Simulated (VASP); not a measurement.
# GeSe (Pnma) in VASP: notebook

Runs on GeSe. Level: PBE+D3(BJ). Tasks: single point.

Program: VASP 6.6.1. These are calculated values, not measurements. Logs are shortened: lines on timing, memory, paths and dates and some standing lists are left out, and cuts for length are marked.

## Step 1: The cell of the first run

Symmetry: Pnma, No. 62, orthorhombic system. Conventional cell: a = 10.962 Å, b = 3.877 Å, c = 4.429 Å, α = 90.00°, β = 90.00°, γ = 90.00°. Within 3.4 Å of Ge (site symmetry m) lie 6 Se at 2.58 to 3.40 Å. Within 3.4 Å of Se (site symmetry m) lie 6 Ge at 2.58 to 3.40 Å.

## Step 2: Single point, PBE+D3(BJ)

File INCAR:

```
SYSTEM = GeSe
ALGO     = Normal         ! electronic algorithm
EDIFF    = 1E-6           ! SCF threshold, eV
ENCUT    = 500            ! plane-wave cutoff, eV
GGA      = PE             ! functional
GGA_COMPAT= .False.      
ISIF     = 2              ! what is computed and relaxed
ISMEAR   = 0              ! smearing method
IVDW     = 12             ! dispersion correction
LASPH    = .True.         ! aspherical terms in the spheres
LCHARG   = .False.        ! write CHGCAR
LREAL    = .False.        ! projectors in reciprocal space
LWAVE    = .False.        ! write WAVECAR
NBANDS   = 50             ! bands
NELM     = 120            ! most SCF steps
PREC     = Accurate       ! precision mode
SIGMA    = 0.05           ! smearing width, eV
```

File KPOINTS:

```
k-points
0
Gamma
  4 8 6
  0 0 0
```

File POSCAR:

```
GeSe
1.0
   10.9623945655      0.0000000000      0.0000000000
    0.0000000000      3.8767405740      0.0000000000
    0.0000000000      0.0000000000      4.4288126147
Ge Se
4 4
Direct
    0.3767545140      0.7500000000      0.6141826125
    0.1232454860      0.2500000000      0.1141826125
    0.8767545140      0.7500000000      0.8858173875
    0.6232454860      0.2500000000      0.3858173875
    0.1453716177      0.7500000000      0.5021862846
    0.3546283823      0.2500000000      0.0021862846
    0.6453716177      0.7500000000      0.9978137154
    0.8546283823      0.2500000000      0.4978137154
```

Potentials or basis: VASP PAW PBE potentials, release 64 (Ge_d, Se).

Started as:

```bash
$ cat potpaw_PBE.64/Ge_d/POTCAR potpaw_PBE.64/Se/POTCAR > POTCAR
$ mpirun -np 1 vasp_std > vasp.out
```

OUTCAR:

```text
SYSTEM = GeSe
   EDIFF = 1E-6
   ENCUT = 500
   GGA = PE
   ISIF = 2
   ISMEAR = 0
   IVDW = 12
   LASPH = .True.
   LREAL = .False.
   NELM = 120
   PREC = Accurate
 IVDW          = 12

 ion  position               nearest neighbor table
   1  0.377  0.750  0.614-   5 2.58   6 2.60   6 2.60
   2  0.123  0.250  0.114-   6 2.58   5 2.60   5 2.60
   3  0.877  0.750  0.886-   7 2.58   8 2.60   8 2.60
   4  0.623  0.250  0.386-   8 2.58   7 2.60   7 2.60
   5  0.145  0.750  0.502-   1 2.58   2 2.60   2 2.60
   6  0.355  0.250  0.002-   2 2.58   1 2.60   1 2.60
   7  0.645  0.750  0.998-   3 2.58   4 2.60   4 2.60
   8  0.855  0.250  0.498-   4 2.58   3 2.60   3 2.60

  LATTYP: Found a simple orthorhombic cell.
 ALAT       =     3.8767405740
 B/A-ratio  =     1.1424062380
 C/A-ratio  =     2.8277348861

  Lattice vectors:

 A1 = (   0.0000000000,   3.8767405740,   0.0000000000)
 A2 = (   0.0000000000,   0.0000000000,   4.4288126147)
 A3 = (  10.9623945655,   0.0000000000,   0.0000000000)

Analysis of symmetry for initial positions (statically):
=====================================================================
 Subroutine PRICEL returns:
 Original cell was already a primitive cell.

 Routine SETGRP: Setting up the symmetry group for a
 simple orthorhombic supercell.

 Subroutine GETGRP returns: Found  8 space group operations
 (whereof  2 operations were pure point group operations)
 out of a pool of  8 trial point group operations.

The static configuration has the point symmetry S_2 .
 The point group associated with its full space group is D_2h.

Analysis of symmetry for dynamics (positions and initial velocities):
=====================================================================
 Subroutine PRICEL returns:
 Original cell was already a primitive cell.

 Routine SETGRP: Setting up the symmetry group for a
 simple orthorhombic supercell.

 Subroutine GETGRP returns: Found  8 space group operations
 (whereof  2 operations were pure point group operations)
 out of a pool of  8 trial point group operations.

The dynamic configuration has the point symmetry S_2 .
 The point group associated with its full space group is D_2h.

 Subroutine INISYM returns: Found  8 space group operations
 (whereof  2 operations are pure point group operations),
 and found     1 'primitive' translations
[... 109 lines left out ...]
   EDIFFG = 0.1E-04   stopping-criterion for IOM
   NSW    =      0    number of steps for IOM
   IBRION =     -1    ionic relax: 0-MD 1-quasi-New 2-CG
   NFREE  =      0    steps in history (QN), initial steepest desc. (CG)
   ISIF   =      2    stress and relaxation
   ISYM   =      2    0-nonsym 1-usesym 2-fastsym
   POTIM  = 0.5000    time-step for ionic-motion
   TEBEG  =    0.0;   TEEND  =   0.0 temperature during run
   PSTRESS=    0.0 pullay stress
   NELECT =      80.0000    total number of electrons
   NUPDOWN=      -1.0000    fix difference up-down
   EMIN   =  10.00;   EMAX   =-10.00  energy-range for DOS
   EFERMI =   0.00;   METHOD = LEGACY
   ISMEAR =     0;   SIGMA  =   0.05  broadening in eV -4-tet -1-fermi 0-gaus
   EFERMI_NEDOS =   21; number of points for ismear=-14 and -15
   IALGO  =     38    algorithm
   IMIX   =      4    mixing-type and parameters
     AMIX     =   0.40;   BMIX     =  1.00
     AMIX_MAG =   1.60;   BMIX_MAG =  1.00
  volume/ion in A,a.u.               =      23.53       158.77
  Fermi-wavevector in a.u.,A,eV,Ry     =   1.230887  2.326040 20.613967  1.515084
  Thomas-Fermi vector in A             =   2.365718
   LORBIT       =      0    0 simple, 1 ext, 2 COOP (PROOUT), +10 PAW based schemes
   GGA     = PE    functional components
   LHFCALC =     F    Hartree Fock is set to
   AEXX    =    0.0000 exact exchange contribution
   IVDW    =    12    specifies the selected vdW correction
   LEPSILON=     F    determine dielectric tensor
   LRPA    =     F    only Hartree local field effects (RPA)
 non-spin polarized calculation
 Gauss-broadening in eV      SIGMA  =   0.05
  energy-cutoff  :      500.00
  volume of cell :      188.22
 maximum number of plane-waves:      4824
 NGX is ok and might be reduce to    80
   NGX = 39   NGY = 15   NGZ = 17

 number of electron      80.0000023 magnetization

 Free energy of the ion-electron system (eV)
  ---------------------------------------------------
  ext. energy  EPLUGINS =         0.00000000
  ---------------------------------------------------
  free energy    TOTEN  =       -33.85463269 eV

  energy without entropy =      -33.85463269  energy(sigma->0) =      -33.85463269

 E-fermi :   4.3455     XC(G=0):  -9.8209

 val. band max:        4.1376389546   @ k =   0.0000   0.0000   0.3333
 cond. band min:       4.8596685014   @ k =   0.0000   0.0000   0.0000
 fundamental gap:      0.7220295468
 Fermi energy:         4.3455276562

 k-point     1 :       0.0000    0.0000    0.0000
  band No.  band energies     occupation
      1     -20.4403      2.00000
      2     -20.4384      2.00000
      3     -20.4373      2.00000
      4     -20.4361      2.00000
      5     -20.4359      2.00000
      6     -20.4359      2.00000
[... 1261 lines left out ...]
     49       8.4702      0.00000
     50       8.4702      0.00000

 [... further k-points ...]

------------------------ aborting loop because EDIFF is reached ----------------------------------------

 Edisp (eV)   -2.86338

 E8    (eV) :    -1.2306

  FORCE on cell =-STRESS in cart. coord.  units (eV):
  Direction    XX          YY          ZZ          XY          YZ          ZX
  --------------------------------------------------------------------------------------
  -------------------------------------------------------------------------------------
  Total       0.01576     0.01464     0.00370     0.00000     0.00000     0.00000
  in kB       0.13414     0.12462     0.03151     0.00000     0.00000     0.00000
  external pressure =        0.10 kB  Pullay stress =        0.00 kB

 VOLUME and BASIS-vectors are now :
 -----------------------------------------------------------------------------
  energy-cutoff  :      500.00
  volume of cell :      188.22
      direct lattice vectors                 reciprocal lattice vectors
    10.962394566  0.000000000  0.000000000     0.091220946  0.000000000  0.000000000
     0.000000000  3.876740574  0.000000000     0.000000000  0.257948651  0.000000000
     0.000000000  0.000000000  4.428812615     0.000000000  0.000000000  0.225794155

 POSITION                                       TOTAL-FORCE (eV/Angst)
 -----------------------------------------------------------------------------------
      4.13013      2.90756      2.72010         0.014299     -0.000000     -0.015812
      1.35107      0.96919      0.50569        -0.014299     -0.000000     -0.015812
      9.61133      2.90756      3.92312         0.014299      0.000000      0.015812
      6.83226      0.96919      1.70871        -0.014299     -0.000000      0.015812
      1.59362      2.90756      2.22409        -0.010200     -0.000000      0.012676
      3.88758      0.96919      0.00968         0.010200      0.000000      0.012676
      7.07482      2.90756      4.41913        -0.010200     -0.000000     -0.012676
      9.36877      0.96919      2.20472         0.010200     -0.000000     -0.012676
 -----------------------------------------------------------------------------------
    total drift:                                0.000000     -0.000000      0.000000

  FREE ENERGIE OF THE ION-ELECTRON SYSTEM (eV)
  ---------------------------------------------------
  free  energy   TOTEN  =       -36.7180132965 eV

  energy  without entropy=      -36.7180132965  energy(sigma->0) =      -36.71801330
```

OSZICAR:

```text
N       E                     dE             d eps       ncg     rms          rms(c)
DAV:   1     0.897768060720E+03    0.89777E+03   -0.35445E+04  7604   0.329E+03
DAV:   2     0.144089995840E+03   -0.75368E+03   -0.72128E+03  6008   0.911E+02
DAV:   3    -0.202577209351E+02   -0.16435E+03   -0.15598E+03  6960   0.220E+02
DAV:   4    -0.337756361119E+02   -0.13518E+02   -0.13262E+02  7112   0.691E+01
DAV:   5    -0.342154964019E+02   -0.43986E+00   -0.43768E+00  7068   0.129E+01    0.660E+00
DAV:   6    -0.338637739048E+02    0.35172E+00   -0.65023E-01  8284   0.449E+00    0.409E+00
DAV:   7    -0.338565675810E+02    0.72063E-02   -0.29426E-01  7728   0.195E+00    0.115E+00
DAV:   8    -0.338541423542E+02    0.24252E-02   -0.29269E-02  7972   0.132E+00    0.227E-01
DAV:   9    -0.338545440824E+02   -0.40173E-03   -0.42996E-03  7362   0.493E-01    0.820E-02
DAV:  10    -0.338546061536E+02   -0.62071E-04   -0.39128E-04  6810   0.995E-02    0.325E-02
DAV:  11    -0.338546370631E+02   -0.30910E-04   -0.58711E-05  7664   0.529E-02    0.131E-02
DAV:  12    -0.338546322450E+02    0.48182E-05   -0.11448E-05  6078   0.185E-02    0.330E-03
DAV:  13    -0.338546326881E+02   -0.44318E-06   -0.25208E-06  5178   0.874E-03
   1 F= -.36718013E+02 E0= -.36718013E+02  d E =-.912932E-11
```

Wall time 4.3 min (1 thread of AMD EPYC 9R45 (Zen 5), shared host); peak memory 0.49 GiB.

What came out:

```
Free energy                : -36.7180 eV
Pressure                   : 0.0 GPa
Largest force              : 0.021 eV/Å
Band gap on the k mesh     : 0.72 eV, indirect (least direct gap 0.93 eV)
Dispersion energy per atom : -0.358 eV
```

Forces in eV/Å, atoms in the order of the input:
```
Ge   0.014  0.000 -0.016
Ge  -0.014  0.000 -0.016
Ge   0.014  0.000  0.016
Ge  -0.014  0.000  0.016
Se  -0.010  0.000  0.013
Se   0.010  0.000  0.013
Se  -0.010  0.000 -0.013
Se   0.010  0.000 -0.013
```

A k mesh can miss the band edges.

## Step 3: Single point, PBE+D3(BJ)

File INCAR:

```
SYSTEM = GeSe
PREC = Accurate
ENCUT = 500
EDIFF = 1E-6
ISMEAR = 0
SIGMA = 0.02
LREAL = .False.
LASPH = .True.
NELM = 120
ALGO = Normal
ISIF = 2
LWAVE = .False.
LCHARG = .True.
GGA = PE
IVDW = 12
LELF = .True.
LVHAR = .True.
NBANDS = 50
GGA_COMPAT = .False.
```

File KPOINTS:

```
regular mesh
0
Gamma
  4 8 6
  0 0 0
```

POSCAR: that of step 2 with these lines changed.

```diff
@@ -13,4 +13,4 @@
     0.1453716177      0.7500000000      0.5021862846
-    0.3546283823      0.2500000000      0.0021862846
-    0.6453716177      0.7500000000      0.9978137154
+    0.3546283823      0.2500000000      1.0021862846
+    0.6453716177      0.7500000000     -0.0021862846
     0.8546283823      0.2500000000      0.4978137154
```

Potentials or basis: VASP PAW PBE potentials, release 64 (Ge_d, Se).

Started as:

```bash
$ cat potpaw_PBE.64/Ge_d/POTCAR potpaw_PBE.64/Se/POTCAR > POTCAR
$ mpirun -np 1 vasp_std > vasp.out
```

OUTCAR:

```text
SYSTEM = GeSe
   PREC = Accurate
   ENCUT = 500
   EDIFF = 1E-6
   ISMEAR = 0
   LREAL = .False.
   LASPH = .True.
   NELM = 120
   ISIF = 2
   GGA = PE
   IVDW = 12
 IVDW          = 12

 ion  position               nearest neighbor table
   1  0.377  0.750  0.614-   5 2.58   6 2.60   6 2.60
   2  0.123  0.250  0.114-   6 2.58   5 2.60   5 2.60
   3  0.877  0.750  0.886-   7 2.58   8 2.60   8 2.60
   4  0.623  0.250  0.386-   8 2.58   7 2.60   7 2.60
   5  0.145  0.750  0.502-   1 2.58   2 2.60   2 2.60
[... 1495 lines left out ...]
  Total       0.01576     0.01464     0.00370     0.00000     0.00000     0.00000
  in kB       0.13414     0.12462     0.03151     0.00000     0.00000     0.00000
  external pressure =        0.10 kB  Pullay stress =        0.00 kB

 VOLUME and BASIS-vectors are now :
 -----------------------------------------------------------------------------
  energy-cutoff  :      500.00
  volume of cell :      188.22
      direct lattice vectors                 reciprocal lattice vectors
    10.962394566  0.000000000  0.000000000     0.091220946  0.000000000  0.000000000
     0.000000000  3.876740574  0.000000000     0.000000000  0.257948651  0.000000000
     0.000000000  0.000000000  4.428812615     0.000000000  0.000000000  0.225794155

 POSITION                                       TOTAL-FORCE (eV/Angst)
 -----------------------------------------------------------------------------------
      4.13013      2.90756      2.72010         0.014299     -0.000000     -0.015812
      1.35107      0.96919      0.50569        -0.014299      0.000000     -0.015812
      9.61133      2.90756      3.92312         0.014299     -0.000000      0.015812
      6.83226      0.96919      1.70871        -0.014299      0.000000      0.015812
      1.59362      2.90756      2.22409        -0.010200      0.000000      0.012676
      3.88758      0.96919      0.00968         0.010200      0.000000      0.012676
      7.07482      2.90756      4.41913        -0.010200      0.000000     -0.012676
      9.36877      0.96919      2.20472         0.010200      0.000000     -0.012676
 -----------------------------------------------------------------------------------
    total drift:                                0.000000     -0.000000      0.000000

  FREE ENERGIE OF THE ION-ELECTRON SYSTEM (eV)
  ---------------------------------------------------
  free  energy   TOTEN  =       -36.7180132962 eV

  energy  without entropy=      -36.7180132962  energy(sigma->0) =      -36.71801330
```

OSZICAR:

```text
N       E                     dE             d eps       ncg     rms          rms(c)
DAV:   1     0.897768971749E+03    0.89777E+03   -0.35445E+04  7604   0.329E+03
DAV:   2     0.144090728664E+03   -0.75368E+03   -0.72128E+03  6008   0.911E+02
DAV:   3    -0.202577209351E+02   -0.16435E+03   -0.15598E+03  6960   0.220E+02
DAV:   4    -0.337756361119E+02   -0.13518E+02   -0.13262E+02  7112   0.691E+01
DAV:   5    -0.342154964019E+02   -0.43986E+00   -0.43768E+00  7068   0.129E+01    0.660E+00
DAV:   6    -0.338637739049E+02    0.35172E+00   -0.65023E-01  8284   0.449E+00    0.409E+00
DAV:   7    -0.338565675811E+02    0.72063E-02   -0.29426E-01  7728   0.195E+00    0.115E+00
DAV:   8    -0.338541423542E+02    0.24252E-02   -0.29269E-02  7972   0.132E+00    0.227E-01
DAV:   9    -0.338545440823E+02   -0.40173E-03   -0.42996E-03  7362   0.493E-01    0.820E-02
DAV:  10    -0.338546061534E+02   -0.62071E-04   -0.39128E-04  6810   0.995E-02    0.325E-02
DAV:  11    -0.338546370631E+02   -0.30910E-04   -0.58711E-05  7664   0.529E-02    0.131E-02
DAV:  12    -0.338546322449E+02    0.48182E-05   -0.11448E-05  6078   0.185E-02    0.330E-03
DAV:  13    -0.338546326879E+02   -0.44299E-06   -0.25209E-06  5178   0.874E-03
   1 F= -.36718013E+02 E0= -.36718013E+02  d E =-.299437E-16
```

Run time: 4.2 min. Hardware: 1 thread of AMD EPYC 9R45 (Zen 5), shared host; peak memory 0.5 GiB.

What came out:

* Free energy: -36.7180 eV
* Pressure: 0.0 GPa
* Largest force: 0.021 eV/Å
* Band gap on the k mesh: 0.72 eV, indirect (least direct gap 0.93 eV)
* Dispersion energy per atom: -0.358 eV

Forces on the atoms (eV/Å):
```
Ge   0.014  0.000 -0.016
Ge  -0.014  0.000 -0.016
Ge   0.014  0.000  0.016
Ge  -0.014  0.000  0.016
Se  -0.010  0.000  0.013
Se   0.010  0.000  0.013
Se  -0.010  0.000 -0.013
Se   0.010  0.000 -0.013
```

Levels at points of the mesh, in eV from the valence-band top:
| k point | band 36 | band 37 | band 38 | band 39 | band 40 | band 41 | band 42 | band 43 | band 44 | band 45 |
| --- | --- | --- | --- | --- | --- | --- | --- | --- | --- | --- |
| (0.00, 0.00, 0.00) | -1.83 | -1.40 | -1.07 | -0.84 | -0.20 | 0.72 | 2.64 | 2.67 | 2.69 | 3.01 |
| (0.50, 0.00, 0.00) | -2.04 | -1.69 | -1.69 | -0.45 | -0.45 | 2.35 | 2.35 | 2.41 | 2.41 | 3.43 |
| (0.00, 0.50, 0.00) | -1.92 | -1.39 | -1.39 | -1.17 | -1.17 | 1.10 | 1.10 | 1.21 | 1.21 | 1.80 |
| (0.50, 0.50, 0.00) | -2.26 | -1.51 | -1.51 | -1.51 | -1.51 | 1.48 | 1.48 | 1.48 | 1.48 | 2.08 |
| (0.00, 0.00, 0.50) | -1.38 | -0.96 | -0.96 | -0.39 | -0.39 | 1.22 | 1.22 | 1.93 | 1.93 | 2.14 |
| (0.50, 0.00, 0.50) | -1.88 | -0.58 | -0.58 | -0.53 | -0.53 | 1.27 | 1.27 | 1.93 | 1.93 | 2.21 |
| (0.00, 0.50, 0.50) | -3.34 | -2.18 | -2.18 | -1.49 | -1.49 | 2.83 | 2.83 | 3.25 | 3.25 | 4.89 |
| (0.50, 0.50, 0.50) | -3.94 | -1.48 | -1.48 | -1.48 | -1.48 | 2.57 | 2.57 | 2.57 | 2.57 | 4.86 |

(Continued in part 2 of 2.)
